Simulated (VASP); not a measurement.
# Ag (I4/mmm) in VASP: notebook

Runs on Ag. Level: PBEsol. Tasks: single point.

All numbers are computed with VASP 6.6.1; they aren't measurements. Logs are shortened: lines on timing, memory, paths and dates and some standing lists are left out, and cuts for length are marked.

## 1. The cell of the first run

Symmetry: I4/mmm, No. 139, tetragonal system. The conventional cell has a = 2.803 Å, b = 2.803 Å, c = 4.147 Å, α = 90.00°, β = 90.00°, γ = 90.00°. Ag (site symmetry 4/mmm) has 12 Ag at 2.80 to 2.87 Å within 3.7 Å.

## 2. Single point, PBEsol (strain -0.030 along x and y, +0.015 along z)

Input file INCAR:

```
ALGO = Normal ; EDIFF = 1E-7
ENCUT = 520 ; GGA = PS
ISIF = 2 ; ISMEAR = 0
LASPH = True ; LCHARG = False
LREAL = False ; LWAVE = False
NBANDS = 12 ; NELM = 80
PREC = Accurate ; SIGMA = 0.15
```

Input file KPOINTS:

```
k-points
0
Gamma
  20 20 20
```

Input file POSCAR:

```
Ag
1.0
    0.0000000000      1.9818070000      2.0737465000
    1.9818070000      0.0000000000      2.0737465000
    1.9818070000      1.9818070000      0.0000000000
Ag
1
Direct
    0.0000000000      0.0000000000      0.0000000000
```

Potentials or basis: VASP PAW PBE potentials, release 64 (Ag).

Started as:

```console
$ cat potpaw_PBE.64/Ag/POTCAR > POTCAR
$ mpirun -np 1 vasp_std > vasp.out
```

OUTCAR:

```text
EDIFF = 1E-7
   ENCUT = 520
   GGA = PS
   ISIF = 2
   ISMEAR = 0
   LASPH = True
   LREAL = False
   NELM = 80
   PREC = Accurate

 ion  position               nearest neighbor table
   1  0.000  0.000  0.000-

  LATTYP: Found a body centered tetragonal cell.
 ALAT       =     2.8026983374
 C/A-ratio  =     1.4798214081

  Lattice vectors:

 A1 = (  -1.9818070000,   0.0000000000,   2.0737465000)
 A2 = (   1.9818070000,   0.0000000000,   2.0737465000)
 A3 = (   0.0000000000,   1.9818070000,  -2.0737465000)

Analysis of symmetry for initial positions (statically):
=====================================================================
 Subroutine PRICEL returns:
 Original cell was already a primitive cell.

 Routine SETGRP: Setting up the symmetry group for a
 body centered tetragonal supercell.

 Subroutine GETGRP returns: Found 16 space group operations
 (whereof 16 operations were pure point group operations)
 out of a pool of 16 trial point group operations.

The static configuration has the point symmetry D_4h.

Analysis of symmetry for dynamics (positions and initial velocities):
=====================================================================
 Subroutine PRICEL returns:
 Original cell was already a primitive cell.

 Routine SETGRP: Setting up the symmetry group for a
 body centered tetragonal supercell.

 Subroutine GETGRP returns: Found 16 space group operations
 (whereof 16 operations were pure point group operations)
 out of a pool of 16 trial point group operations.

The dynamic configuration has the point symmetry D_4h.

 Subroutine INISYM returns: Found 16 space group operations
 (whereof 16 operations are pure point group operations),
 and found     1 'primitive' translations

----------------------------------------------------------------------------------------

                                     Primitive cell

  volume of cell :      16.2895

  direct lattice vectors                    reciprocal lattice vectors
     0.000000000  1.981807000  2.073746500    -0.252295001  0.252295001  0.241109509
     1.981807000  0.000000000  2.073746500     0.252295001 -0.252295001  0.241109509
     1.981807000  1.981807000  0.000000000     0.252295001  0.252295001 -0.241109509

  length of vectors
     2.868446188  2.868446188  2.802698337     0.430626672  0.430626672  0.430626672

  position of ions in fractional coordinates (direct lattice)
[... 78 lines left out ...]
   LREAL  =      F    real-space projection
   EDIFFG = 0.1E-05   stopping-criterion for IOM
   NSW    =      0    number of steps for IOM
   IBRION =     -1    ionic relax: 0-MD 1-quasi-New 2-CG
   NFREE  =      0    steps in history (QN), initial steepest desc. (CG)
   ISIF   =      2    stress and relaxation
   ISYM   =      2    0-nonsym 1-usesym 2-fastsym
   POTIM  = 0.5000    time-step for ionic-motion
   TEBEG  =    0.0;   TEEND  =   0.0 temperature during run
   PSTRESS=    0.0 pullay stress
   NELECT =      11.0000    total number of electrons
   NUPDOWN=      -1.0000    fix difference up-down
   EMIN   =  10.00;   EMAX   =-10.00  energy-range for DOS
   EFERMI =   0.00;   METHOD = LEGACY
   ISMEAR =     0;   SIGMA  =   0.15  broadening in eV -4-tet -1-fermi 0-gaus
   EFERMI_NEDOS =   21; number of points for ismear=-14 and -15
   IALGO  =     38    algorithm
   IMIX   =      4    mixing-type and parameters
     AMIX     =   0.40;   BMIX     =  1.00
     AMIX_MAG =   1.60;   BMIX_MAG =  1.00
  volume/ion in A,a.u.               =      16.29       109.93
  Fermi-wavevector in a.u.,A,eV,Ry     =   1.436271  2.714158 28.067094  2.062873
  Thomas-Fermi vector in A             =   2.555477
   LORBIT       =      0    0 simple, 1 ext, 2 COOP (PROOUT), +10 PAW based schemes
   GGA     = PS    functional components
   LHFCALC =     F    Hartree Fock is set to
   AEXX    =    0.0000 exact exchange contribution
   IVDW    =     0    specifies the selected vdW correction
   LEPSILON=     F    determine dielectric tensor
   LRPA    =     F    only Hartree local field effects (RPA)
 non-spin polarized calculation
 Gauss-broadening in eV      SIGMA  =   0.15
  energy-cutoff  :      520.00
  volume of cell :       16.29
 maximum number of plane-waves:       456
 NGX is ok and might be reduce to    24
   NGX = 11   NGY = 11   NGZ = 11

 number of electron      11.0000003 magnetization

 Free energy of the ion-electron system (eV)
  ---------------------------------------------------
  ext. energy  EPLUGINS =         0.00000000
  ---------------------------------------------------
  free energy    TOTEN  =        -3.30618891 eV

  energy without entropy =       -3.30369300  energy(sigma->0) =       -3.30494096

 E-fermi :   8.8831     XC(G=0): -12.6864

 val. band max:        8.8807441959   @ k =   0.4500   0.0500   0.4000
 cond. band min:       8.9263421159   @ k =  -0.0500   0.4000   0.3500
 fundamental gap:      0.0455979200
 Fermi energy:         8.8831334976

 k-point     1 :       0.0000    0.0000    0.0000
  band No.  band energies     occupation
      1       0.7079      2.00000
      2       3.7325      2.00000
      3       4.0515      2.00000
      4       4.0515      2.00000
      5       4.9011      2.00000
      6       5.2341      2.00000
      7      24.9910      0.00000
      8      28.3475      0.00000
      9      29.0356      0.00000
     10      29.0356      0.00000
     11      33.7349      0.00000
     12      35.0021      0.00000
[... 331 lines left out ...]
 k-point    24 :      -0.3500    0.0500    0.0000
  band No.  band energies     occupation
      1       2.3392      2.00000
      2       3.8585      2.00000
      3       4.1833      2.00000
      4       5.3706      2.00000
      5       5.5325      2.00000
      6       6.5469      2.00000
      7      15.8878      0.00000
      8      24.2538      0.00000
      9      26.8857      0.00000
     10      29.0392      0.00000
     11      32.0978      0.00000
     12      32.6785      0.00000

 [... further k-points ...]
[... 5 lines left out ...]
  --------------------------------------------------------------------------------------
  -------------------------------------------------------------------------------------
  Total        0.3529477      0.3529477      0.1116723      0.0000000     -0.0000000     -0.0000000
  in kB       34.7146331     34.7146331     10.9836713      0.0000000     -0.0000000     -0.0000000
  external PRESSURE =      26.8043125 kB  Pullay stress =       0.0000000 kB

 VOLUME and BASIS-vectors are now :
 -----------------------------------------------------------------------------
  energy-cutoff  :      520.00
  volume of cell :       16.29
      direct lattice vectors                 reciprocal lattice vectors
     0.000000000  1.981807000  2.073746500    -0.252295001  0.252295001  0.241109509
     1.981807000  0.000000000  2.073746500     0.252295001 -0.252295001  0.241109509
     1.981807000  1.981807000  0.000000000     0.252295001  0.252295001 -0.241109509

 POSITION                                       TOTAL-FORCE (eV/Angst)
 -----------------------------------------------------------------------------------
      0.00000      0.00000      0.00000         0.000000      0.000000      0.000000
 -----------------------------------------------------------------------------------
    total drift:                               -0.000000      0.000000     -0.000000

  FREE ENERGIE OF THE ION-ELECTRON SYSTEM (eV)
  ---------------------------------------------------
  free  energy   TOTEN  =        -3.3061889076 eV

  energy  without entropy=       -3.3036930027  energy(sigma->0) =       -3.30494096
```

stdout:

```text
POSCAR found type information on POSCAR Ag
 POSCAR found :  1 types and       1 ions
 scaLAPACK will be used
 -----------------------------------------------------------------------------
|                                                                             |
|                                                                             |
|     You enforced a specific xc type in the INCAR file but a different       |
|     I HOPE YOU KNOW WHAT YOU ARE DOING!                                     |
|                                                                             |
 -----------------------------------------------------------------------------

 LDA part: xc-table for (Slater+PW92), standard interpolation
 POSCAR, INCAR and KPOINTS ok, starting setup
 FFT: planning ... GRIDC
 FFT: planning ... GRID_SOFT
 FFT: planning ... GRID
 WAVECAR not read
 entering main loop
```

Wall time 31 s (1 thread of Intel Xeon 6975P-C (Granite Rapids), shared host); peak memory 0.24 GiB.

What came out:

```yaml
Free_energy: -3.3062 eV
Pressure: 2.7 GPa
```

Stress tensor (GPa, compression positive):
```
3.47 0.00 0.00
0.00 3.47 0.00
0.00 0.00 1.10
```

Caveat: the cell differs from its parent crystal (strain -0.030 along x and y, +0.015 along z); the PAW data sets were made with another functional, which shifts forces and pressure a little.

## 3. Single point, PBEsol (strain -0.015 along x and y, +0.000 along z)

Input file INCAR:

```
SYSTEM = Ag
  PREC = Accurate
  ENCUT = 520
  EDIFF = 1E-7
  ISMEAR = 0
  SIGMA = 0.15
  LREAL = .False.
  LASPH = .True.
  NELM = 100
  ALGO = Normal
  ISIF = 2
  LWAVE = .False.
  LCHARG = .False.
  GGA = PS
  NBANDS = 12
```

Input file KPOINTS:

```
Automatic mesh
0
Gamma
  20 20 20
  0 0 0
```

Input file POSCAR:

```
Ag
1.0
    0.0000000000      2.0124535000      2.0431000000
    2.0124535000      0.0000000000      2.0431000000
    2.0124535000      2.0124535000      0.0000000000
Ag
1
Direct
    0.0000000000      0.0000000000      0.0000000000
```

Potentials or basis: VASP PAW PBE potentials, release 64 (Ag).

Started as:

```console
$ cat potpaw_PBE.64/Ag/POTCAR > POTCAR
$ mpirun -np 1 vasp_std > vasp.out
```

OUTCAR:

```text
SYSTEM = Ag
   PREC = Accurate
   ENCUT = 520
   EDIFF = 1E-7
   ISMEAR = 0
   LREAL = .False.
   LASPH = .True.
   NELM = 100
   ISIF = 2
   GGA = PS

 ion  position               nearest neighbor table
   1  0.000  0.000  0.000-

  LATTYP: Found a body centered tetragonal cell.
 ALAT       =     2.8460390333
 C/A-ratio  =     1.4357498095

  Lattice vectors:

 A1 = (  -2.0124535000,   0.0000000000,   2.0431000000)
 A2 = (   2.0124535000,   0.0000000000,   2.0431000000)
 A3 = (   0.0000000000,   2.0124535000,  -2.0431000000)

[... 531 lines left out ...]
      5       5.3356      2.00000
      6       6.3013      2.00000
      7      15.5966      0.00000
      8      24.2130      0.00000
      9      26.4600      0.00000
     10      28.2844      0.00000
     11      31.8904      0.00000
     12      31.9014      0.00000

 [... further k-points ...]
[... 5 lines left out ...]
  --------------------------------------------------------------------------------------
  -------------------------------------------------------------------------------------
  Total        0.0851971      0.0851971      0.0129742      0.0000000      0.0000000      0.0000000
  in kB        8.2482891      8.2482891      1.2560839      0.0000000      0.0000000      0.0000000
  external PRESSURE =       5.9175540 kB  Pullay stress =       0.0000000 kB

 VOLUME and BASIS-vectors are now :
 -----------------------------------------------------------------------------
  energy-cutoff  :      520.00
  volume of cell :       16.55
      direct lattice vectors                 reciprocal lattice vectors
     0.000000000  2.012453500  2.043100000    -0.248452946  0.248452946  0.244726151
     2.012453500  0.000000000  2.043100000     0.248452946 -0.248452946  0.244726151
     2.012453500  2.012453500  0.000000000     0.248452946  0.248452946 -0.244726151

 POSITION                                       TOTAL-FORCE (eV/Angst)
 -----------------------------------------------------------------------------------
      0.00000      0.00000      0.00000        -0.000000      0.000000     -0.000000
 -----------------------------------------------------------------------------------
    total drift:                               -0.000000      0.000000      0.000000

  FREE ENERGIE OF THE ION-ELECTRON SYSTEM (eV)
  ---------------------------------------------------
  free  energy   TOTEN  =        -3.3120748377 eV

  energy  without entropy=       -3.3097073844  energy(sigma->0) =       -3.31089111
```

stdout:

```text
POSCAR found type information on POSCAR Ag
 POSCAR found :  1 types and       1 ions
 scaLAPACK will be used
 -----------------------------------------------------------------------------
|                                                                             |
|                                                                             |
|     You enforced a specific xc type in the INCAR file but a different       |
|     I HOPE YOU KNOW WHAT YOU ARE DOING!                                     |
|                                                                             |
 -----------------------------------------------------------------------------

 LDA part: xc-table for (Slater+PW92), standard interpolation
 POSCAR, INCAR and KPOINTS ok, starting setup
 FFT: planning ... GRIDC
 FFT: planning ... GRID_SOFT
 FFT: planning ... GRID
 WAVECAR not read
 entering main loop
```

It took 35 s on 1 thread of Intel Xeon 6975P-C (Granite Rapids), shared host; peak memory 0.24 GiB.

Results:

```yaml
Free_energy: -3.3121 eV
Pressure: 0.6 GPa
```

Levels at points of the mesh, in eV from the Fermi level:
```
           k point  band 4  band 5  band 6  band 7  band 8  band 9
(0.00, 0.00, 0.00)   -4.83   -3.82   -3.71   16.06   19.66   19.88
(0.50, 0.00, 0.00)   -2.94   -2.90   -0.53    3.77   15.28   17.97
(0.50, 0.50, 0.00)   -2.71   -2.71    1.35    6.71   10.95   10.95
(0.50, 0.00, 0.50)   -2.74   -2.66    1.61    7.09   10.66   10.69
```

Caveat: the cell differs from its parent crystal (strain -0.015 along x and y, +0.000 along z); the PAW data sets were made with another functional, which shifts forces and pressure a little.
